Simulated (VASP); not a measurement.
Wanted: the native input for a VASP 6.6.1 run.

| Property | Result |
| --- | --- |
| Task | single point |
| Functional | PBE |
| Potentials or basis | VASP PAW PBE potentials, release 64 (Ni, O) |
| Cutoff | 520 eV |
| k mesh | 12 × 12 × 12 |
| Occupations | gaussian, width 0.02 eV |
| Spin | collinear spin, ferromagnetic start |
| Starting moments | [1.91, 0.21] μB |
| Hubbard terms | Ni d U = 6.2 eV |
| Dipole correction | no |
| Further INCAR settings | ALGO = Normal; EDIFF = 1e-07; NBANDS = 19 |

The structure of NiO lies in POSCAR:

```
NiO
1.0
    0.0000000000      2.0901797511      2.0901797511
    2.0901797511      0.0000000000      2.0901797511
    2.0901797511      2.0901797511      0.0000000000
Ni O
1 1
Direct
    0.0000000000      0.0000000000      0.0000000000
    0.5000000000      0.5000000000      0.5000000000
```

This cell differs from its parent crystal: volume scaled by 0.94.

One way to write it, as run:

INCAR

```
  PREC = Accurate
  ENCUT = 520
  EDIFF = 1E-7
  ISMEAR = 0
  SIGMA = 0.02
  LREAL = F
  LASPH = T
  NELM = 150
  ALGO = Normal
  ISIF = 2
  LWAVE = F
  LCHARG = F
  ISPIN = 2
  MAGMOM = 1.91 0.21
  LORBIT = 11
  LMAXMIX = 4
  LDAU = T
  LDAUTYPE = 2
  LDAUL = 2 -1
  LDAUU = 6.2 0
  LDAUJ = 0 0
  LDAUPRINT = 1
  GGA = PE
  NBANDS = 19
```

KPOINTS

```
regular mesh
0
Gamma
  12 12 12
```

Potentials or basis: VASP PAW PBE potentials, release 64 (Ni, O).

Run with:

```sh
$ cat potpaw_PBE.64/Ni/POTCAR potpaw_PBE.64/O/POTCAR > POTCAR
$ mpirun -np 1 vasp_std > vasp.out
```

Results of the run:

```
Pressure                                              : 2.2 GPa
Band gap on the k mesh                                : 2.53 eV, indirect (least direct gap 3.20 eV)
Net moment                                            : 2.00 μB per cell
Site moments                                          : Ni +1.82; O +0.17 μB
Valence electrons inside the program's atomic spheres : Ni 8.99; O 5.03
```

Caveat: a cell with one magnetic atom can't hold antiferromagnetic order, which such compounds often take.

Run time: 26 s on 1 thread of Intel(R) Xeon(R) Platinum 8488C (Sapphire Rapids) (shared host), peak memory 0.18 GiB.
